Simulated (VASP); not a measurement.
# C (Amm2) in VASP: further runs, part 2 of 2

VASP 6.6.1.

## (4) Single point, PBE

The COD entry that gives the cell may itself be a prediction, so a difference from it is no test against experiment.

This run uses another cell than the first one, of 5.99 Å³/atom, 1.025 times its volume.

Contents of INCAR:

```
SYSTEM = C
PREC = Accurate
ENCUT = 520
EDIFF = 1E-7
ISMEAR = 0
SIGMA = 0.05
LREAL = .False.
LASPH = .True.
NELM = 100
ALGO = Normal
ISIF = 2
LWAVE = .False.
LCHARG = .False.
GGA = PE
NBANDS = 26
```

Contents of KPOINTS:

```
Automatic mesh
0
Gamma
  12 12 4
  0 0 0
```

Contents of POSCAR:

```
C
1.0
    2.5601158911      0.0000000000      0.0000000000
   -1.2800579455      2.2171253983      0.0000000000
    0.0000000000      0.0000000000      8.4433802906
C
8
Direct
   -0.0137570027     -0.0275140053      0.0929732494
   -0.0137570027     -0.0275140053      0.5929732494
   -0.0137570027     -0.0275140053      0.4070267506
   -0.0137570027     -0.0275140053      0.9070267506
    0.3470903360      0.6941806720      0.1555299995
    0.6804236693      0.3608473387      0.6555299995
    0.3470903360      0.6941806720      0.3444700005
    0.6804236693      0.3608473387      0.8444700005
```

Potentials or basis: VASP PAW PBE potentials, release 64 (C).

On the command line:

```bash
$ cat potpaw_PBE.64/C/POTCAR > POTCAR
$ mpirun -np 1 vasp_std > vasp.out
```

OUTCAR:

```text
SYSTEM = C
   PREC = Accurate
   ENCUT = 520
   EDIFF = 1E-7
   ISMEAR = 0
   LREAL = .False.
   LASPH = .True.
   NELM = 100
   ISIF = 2
   GGA = PE

 ion  position               nearest neighbor table
   1  0.986  0.972  0.093-   5 1.52   5 1.52   4 1.57   5 1.69
   2  0.986  0.972  0.593-   6 1.46   3 1.57   6 1.63   6 1.63
   3  0.986  0.972  0.407-   7 1.52   7 1.52   2 1.57   7 1.69
   4  0.986  0.972  0.907-   8 1.46   1 1.57   8 1.63   8 1.63
   5  0.347  0.694  0.156-   1 1.52   1 1.52   7 1.60   1 1.69
   6  0.680  0.361  0.656-   2 1.46   8 1.60   2 1.63   2 1.63
   7  0.347  0.694  0.344-   3 1.52   3 1.52   5 1.60   3 1.69
   8  0.680  0.361  0.844-   4 1.46   6 1.60   4 1.63   4 1.63

  LATTYP: Found a hexagonal cell.
 ALAT       =     2.5601158911
 C/A-ratio  =     3.2980461236

  Lattice vectors:

 A1 = (   2.5601158911,   0.0000000000,   0.0000000000)
 A2 = (  -1.2800579455,   2.2171253983,   0.0000000000)
 A3 = (   0.0000000000,   0.0000000000,   8.4433802906)

Analysis of symmetry for initial positions (statically):
=====================================================================
 Subroutine PRICEL returns:
 Original cell was already a primitive cell.

 Routine SETGRP: Setting up the symmetry group for a
 hexagonal supercell.

 Subroutine GETGRP returns: Found  4 space group operations
 (whereof  2 operations were pure point group operations)
 out of a pool of 24 trial point group operations.

The static configuration has the point symmetry C_1h.
 The point group associated with its full space group is C_2v.

Analysis of symmetry for dynamics (positions and initial velocities):
=====================================================================
 Subroutine PRICEL returns:
 Original cell was already a primitive cell.

 Routine SETGRP: Setting up the symmetry group for a
 hexagonal supercell.

 Subroutine GETGRP returns: Found  4 space group operations
 (whereof  2 operations were pure point group operations)
 out of a pool of 24 trial point group operations.

The dynamic configuration has the point symmetry C_1h.
 The point group associated with its full space group is C_2v.

 Subroutine INISYM returns: Found  4 space group operations
 (whereof  2 operations are pure point group operations),
 and found     1 'primitive' translations

----------------------------------------------------------------------------------------

                                     Primitive cell

  volume of cell :      47.9255

  direct lattice vectors                    reciprocal lattice vectors
     2.560115891  0.000000000  0.000000000     0.390607317  0.225517240  0.000000000
    -1.280057946  2.217125398  0.000000000     0.000000000  0.451034479  0.000000000
     0.000000000  0.000000000  8.443380291     0.000000000  0.000000000  0.118435978

  length of vectors
     2.560115891  2.560115891  8.443380291     0.451034479  0.451034479  0.118435978

  position of ions in fractional coordinates (direct lattice)
     0.986242997  0.972485995  0.092973249
     0.986242997  0.972485995  0.592973249
     0.986242997  0.972485995  0.407026751
     0.986242997  0.972485995  0.907026751
     0.347090336  0.694180672  0.155529999
     0.680423669  0.360847339  0.655529999
[... 46 lines left out ...]
  0.000000  0.166667  0.000000      2.000000
  0.250000  0.000000  0.000000      4.000000
[... 16 lines left out ...]
 -0.083333  0.416667  0.000000      4.000000
 -0.416667  0.333333  0.000000      4.000000
 [... further k-points ...]
   k-points           NKPTS =    129   k-points in BZ     NKDIM =    129   number of bands    NBANDS=     26
   number of dos      NEDOS =    301   number of ions     NIONS =      8
   total plane-waves  NPLWV =  25600
   dimension x,y,z NGX =    20 NGY =   20 NGZ =   64
   dimension x,y,z NGXF=    40 NGYF=   40 NGZF=  128
   ions per type =               8
   NGX,Y,Z   is equivalent  to a cutoff of  12.99, 12.99, 12.60 a.u.
   NGXF,Y,Z  is equivalent  to a cutoff of  25.97, 25.97, 25.20 a.u.
 SYSTEM =  C
   PREC   = accura    normal or accurate (medium, high low for compatibility)
   ISTART =      0    job   : 0-new  1-cont  2-samecut
   ICHARG =      2    charge: 1-file 2-atom 10-const
   ISPIN  =      1    spin polarized calculation?
   LNONCOLLINEAR =      F non collinear calculations
   LSORBIT =      F    spin-orbit coupling
   LASPH  =      T    aspherical Exc in radial PAW
   ENCUT  =  520.0 eV  38.22 Ry    6.18 a.u.   4.76  4.76 15.70*2*pi/ulx,y,z
   NELM   =    100;   NELMIN=  2; NELMDL= -5     # of ELM steps
   EDIFF  = 0.1E-06   stopping-criterion for ELM
   LREAL  =      F    real-space projection
   EDIFFG = 0.1E-05   stopping-criterion for IOM
   NSW    =      0    number of steps for IOM
   IBRION =     -1    ionic relax: 0-MD 1-quasi-New 2-CG
   NFREE  =      0    steps in history (QN), initial steepest desc. (CG)
   ISIF   =      2    stress and relaxation
   ISYM   =      2    0-nonsym 1-usesym 2-fastsym
   POTIM  = 0.5000    time-step for ionic-motion
   TEBEG  =    0.0;   TEEND  =   0.0 temperature during run
   PSTRESS=    0.0 pullay stress
   NELECT =      32.0000    total number of electrons
   NUPDOWN=      -1.0000    fix difference up-down
   EMIN   =  10.00;   EMAX   =-10.00  energy-range for DOS
   EFERMI =   0.00;   METHOD = LEGACY
   ISMEAR =     0;   SIGMA  =   0.05  broadening in eV -4-tet -1-fermi 0-gaus
   EFERMI_NEDOS =   21; number of points for ismear=-14 and -15
   IALGO  =     38    algorithm
   IMIX   =      4    mixing-type and parameters
     AMIX     =   0.40;   BMIX     =  1.00
     AMIX_MAG =   1.60;   BMIX_MAG =  1.00
  volume/ion in A,a.u.               =       5.99        40.43
  Fermi-wavevector in a.u.,A,eV,Ry     =   1.430878  2.703968 27.856747  2.047413
  Thomas-Fermi vector in A             =   2.550676
   LORBIT       =      0    0 simple, 1 ext, 2 COOP (PROOUT), +10 PAW based schemes
   GGA     = PE    functional components
   LHFCALC =     F    Hartree Fock is set to
   AEXX    =    0.0000 exact exchange contribution
   IVDW    =     0    specifies the selected vdW correction
   LEPSILON=     F    determine dielectric tensor
   LRPA    =     F    only Hartree local field effects (RPA)
 non-spin polarized calculation
 Gauss-broadening in eV      SIGMA  =   0.05
  energy-cutoff  :      520.00
  volume of cell :       47.93
 maximum number of plane-waves:      1316
   NGX =  9   NGY =  9   NGZ = 31

 number of electron      31.9999998 magnetization

 Free energy of the ion-electron system (eV)
  ---------------------------------------------------
  ext. energy  EPLUGINS =         0.00000000
  ---------------------------------------------------
  free energy    TOTEN  =       -71.70450461 eV

  energy without entropy =      -71.70450461  energy(sigma->0) =      -71.70450461

 E-fermi :  10.1023     XC(G=0): -12.9738

 val. band max:        9.8771588907   @ k =   0.0000   0.0000   0.0000
 cond. band min:      12.8158264630   @ k =   0.5000   0.0000   0.0000
 fundamental gap:      2.9386675723
 Fermi energy:        10.1022869813

 k-point     1 :       0.0000    0.0000    0.0000
  band No.  band energies     occupation
      1     -11.8596      2.00000
      2     -10.2849      2.00000
      3     -10.1837      2.00000
      4      -6.5216      2.00000
      5      -3.8684      2.00000
      6       2.4168      2.00000
[... 685 lines left out ...]
     25      19.7168      0.00000
     26      20.9443      0.00000

 [... further k-points ...]

------------------------ aborting loop because EDIFF is reached ----------------------------------------

  FORCE on cell =-STRESS in cart. coord.  units (eV):
  Direction    XX          YY          ZZ          XY          YZ          ZX
  --------------------------------------------------------------------------------------
  -------------------------------------------------------------------------------------
  Total       -4.6948699     -3.1049318     -4.9040962     -0.0000000      0.0000000      0.0000000
  in kB     -156.9523814   -103.7997745   -163.9469459     -0.0000000      0.0000000      0.0000000
  external PRESSURE =    -141.5663673 kB  Pullay stress =       0.0000000 kB

 VOLUME and BASIS-vectors are now :
 -----------------------------------------------------------------------------
  energy-cutoff  :      520.00
  volume of cell :       47.93
      direct lattice vectors                 reciprocal lattice vectors
     2.560115891  0.000000000  0.000000000     0.390607317  0.225517240  0.000000000
    -1.280057946  2.217125398  0.000000000     0.000000000  0.451034479  0.000000000
     0.000000000  0.000000000  8.443380291     0.000000000  0.000000000  0.118435978

 POSITION                                       TOTAL-FORCE (eV/Angst)
 -----------------------------------------------------------------------------------
      1.28006      2.15612      0.78501         0.000000      2.857612     -0.387622
      1.28006      2.15612      5.00670         0.000000      3.911077     -0.490015
      1.28006      2.15612      3.43668         0.000000      2.857612      0.387622
      1.28006      2.15612      7.65837         0.000000      3.911077      0.490015
      0.00000      1.53909      1.31320        -0.000000     -2.864090      0.393199
      1.28006      0.80004      5.53489        -0.000000     -3.904599      0.493376
      0.00000      1.53909      2.90849        -0.000000     -2.864090     -0.393199
      1.28006      0.80004      7.13018        -0.000000     -3.904599     -0.493376
 -----------------------------------------------------------------------------------
    total drift:                                0.000000      0.000038      0.000000

  FREE ENERGIE OF THE ION-ELECTRON SYSTEM (eV)
  ---------------------------------------------------
  free  energy   TOTEN  =       -71.7045046110 eV

  energy  without entropy=      -71.7045046110  energy(sigma->0) =      -71.70450461
```

It took 2 min on 1 thread of Intel Xeon 6975P-C, shared host; peak memory 0.23 GiB.

Results:

```yaml
Free_energy: -71.7045 eV
Pressure: -14.2 GPa
Largest_force: 3.942 eV/Å
Band_gap_on_the_k_mesh: 2.94 eV, indirect (least direct gap 3.32 eV)
```

Forces on the atoms (eV/Å):
```
C    0.000  2.858 -0.388
C    0.000  3.911 -0.490
C    0.000  2.858  0.388
C    0.000  3.911  0.490
C    0.000 -2.864  0.393
C    0.000 -3.905  0.493
C    0.000 -2.864 -0.393
C    0.000 -3.905 -0.493
```

Stress tensor (GPa, compression positive):
```
-15.70   0.00   0.00
  0.00 -10.38   0.00
  0.00   0.00 -16.39
```

Caveat: forces of over 1 eV/Å act on the atoms, so gaps and moduli don't describe the material at rest.
